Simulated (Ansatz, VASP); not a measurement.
Ga: VASP beside Ansatz

Contents of INCAR:

```
PREC     = Accurate       # precision mode
ENCUT    = 520            # plane-wave cutoff, eV
EDIFF    = 1E-6           # SCF threshold, eV
ISMEAR   = -1             # smearing method
SIGMA    = 0.05           # smearing width, eV
LREAL    = False          # projectors in reciprocal space
LASPH    = True           # aspherical terms in the spheres
NELM     = 80             # most SCF steps
ALGO     = Normal         # electronic algorithm
ISIF     = 2              # what is computed and relaxed
LWAVE    = False          # write WAVECAR
LCHARG   = True           # write CHGCAR
GGA      = PE             # functional
LELF     = True           # ELF
LVHAR    = True         
NBANDS   = 12             # bands
```

Contents of KPOINTS:

```
regular mesh
0
Gamma
  14 14 16
```

The input POSCAR:

```
Ga
1.0
   -1.3858350000      1.4081250000      2.2290000000
    1.4081250000     -1.3858350000      2.2290000000
    1.3998750000      1.3998750000     -2.2149600000
Ga
1
Direct
    0.0000000000      0.0000000000      0.0000000000
```

Input for Ansatz:

```yaml
crystal:
  lattice:
    - [-1.385835, 1.408125, 2.229]
    - [1.408125, -1.385835, 2.229]
    - [1.399875, 1.399875, -2.21496]
  atoms:
    - { symbol: Ga, position: [0.0, 0.0, 0.0] }
kpoints:
  mp_grid: { grid: [14, 14, 16] }
  band_path:
    path:
      - [0.0, 0.0, 0.0]
      - [0.5, 0.5, -0.5]
      - [0.7986620821, 0.2013379179, -0.5]
      - [0.2013379179, -0.2013379179, -0.5]
      - [0.0, 0.0, -0.5]
      - [0.0, 0.0, 0.0]
      - [0.5, -0.5, 0.0]
      - [0.5, 0.0, -0.5]
      - [0.0, 0.0, 0.0]
    npoints: 5
scf:
  occupations: { method: fermi_dirac, width: 0.05 }
hamiltonian:
  xc: pbe
  pseudopotentials: { kind: all_electron, lapw: { basis_error: 0.00025 } }
output:
  forces: true
  stress: true
  eigenvalues: true
```

Change from the starting cell: equal xy, yz and zx shear strains of +1 %.

Alike in both runs: task single point; functional PBE; k mesh 14 × 14 × 16; occupations fermi-dirac, width 0.05 eV; no spin polarisation.

```csv
,VASP,Ansatz
version,VASP 6.6.1,Ansatz 0.2.0
potentials or method,"VASP PAW PBE potentials, release 64 (Ga_d), cutoff 520 eV","all-electron LAPW, scalar-relativistic"
```

|  | VASP | Ansatz | Ansatz less VASP |
| --- | --- | --- | --- |
| pressure (GPa) | 4.3 | 4.3 | -0.05 |
| traceless stress, the component that is largest in VASP (GPa) | -0.41 | -0.38 | +0.024 |

Ansatz ran all-electron here, and VASP with PAW potentials.
